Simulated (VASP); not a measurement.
SnSe:

```
Sn Se
1.0
    11.54098    0.00000    0.00000
     0.00000    4.17471    0.00000
     0.00000    0.00000    4.37831
Sn Se
4 4
Direct
  0.11877 0.25000 0.09235
  0.38123 0.75000 0.59235
  0.61877 0.25000 0.40765
  0.88123 0.75000 0.90765
  0.35668 0.25000 0.02058
  0.14332 0.75000 0.52058
  0.85668 0.25000 0.47942
  0.64332 0.75000 0.97942
```

```yaml
Program: VASP 6.6.1
Task: relaxation of cell and atoms
Functional: r2SCAN
Dispersion: rVV10
Potentials_or_basis: VASP PAW PBE potentials, release 64 (Sn_d, Se)
Cutoff: 550 eV
k_mesh: 2 × 6 × 6
Occupations: fermi-dirac, width 0.02 eV
Spin: no spin polarisation
```

At the start: pressure 0.4 GPa; volume 26.37 Å³/atom.

Q: How do energy, volume and symmetry change on relaxing?

A: Over 35 steps the energy falls by 7.2 meV/atom and the volume is 27.34 Å³/atom (+3.7 %); space group Pnma (No. 62, to 0.1 Å) before and after.

The path:
```
step  energy change (eV)  largest force (eV/Å)  pressure (GPa)  volume (Å³)
   1              0.0000                0.1894            0.35       210.95
   2             -0.0153                0.1626            0.12       212.73
   3             -0.0349                0.1198           -0.42       217.76
   4             -0.0452                0.0591            0.00       217.29
   5             -0.0470                0.0646            0.23       217.03
   6             -0.0493                0.0333            0.04       218.00
   7             -0.0495                0.0222           -0.04       218.43
   8             -0.0510                0.0264           -0.07       218.71
   9             -0.0530                0.0420           -0.13       219.36
  10             -0.0531                0.0482           -0.16       219.61
  11             -0.0542                0.0498            0.07       218.91
  12             -0.0543                0.0509            0.09       218.83
  13             -0.0552                0.0291            0.04       218.99
  14             -0.0554                0.0265           -0.01       219.14
  15             -0.0562                0.0169           -0.05       219.19
  16             -0.0563                0.0125           -0.07       219.21
  17             -0.0564                0.0209            0.06       218.63
  18             -0.0564                0.0188            0.04       218.76
  19             -0.0566                0.0184            0.03       218.63
  20             -0.0568                0.0208            0.03       218.43
  21             -0.0569                0.0176           -0.01       218.50
  22             -0.0570                0.0221           -0.04       218.54
  23             -0.0571                0.0134            0.03       218.33
  24             -0.0571                0.0119            0.04       218.30
  25             -0.0573                0.0085            0.03       218.38
  26             -0.0574                0.0080            0.03       218.47
  27             -0.0574                0.0150            0.01       218.65
  28             -0.0574                0.0102            0.02       218.54
  29             -0.0575                0.0068           -0.01       218.74
  30             -0.0575                0.0065           -0.03       218.85
  31             -0.0576                0.0089            0.01       218.71
  32             -0.0576                0.0086            0.01       218.72
  33             -0.0576                0.0068            0.01       218.73
  34             -0.0576                0.0053            0.01       218.73
  35             -0.0576                0.0034            0.00       218.74
```

Final structure:
```
CELL_PARAMETERS angstrom
11.59303 0.00000 0.00000
0.00000 4.12895 0.00000
0.00000 0.00000 4.56976
ATOMIC_POSITIONS crystal
Sn 0.11879 0.25000 0.11213
Sn 0.38121 0.75000 0.61213
Sn 0.61879 0.25000 0.38787
Sn 0.88121 0.75000 0.88787
Se 0.35311 0.25000 0.01194
Se 0.14689 0.75000 0.51194
Se 0.85311 0.25000 0.48806
Se 0.64689 0.75000 0.98806
```

Caveat: the PAW data sets were made with another functional, which shifts forces and pressure a little.
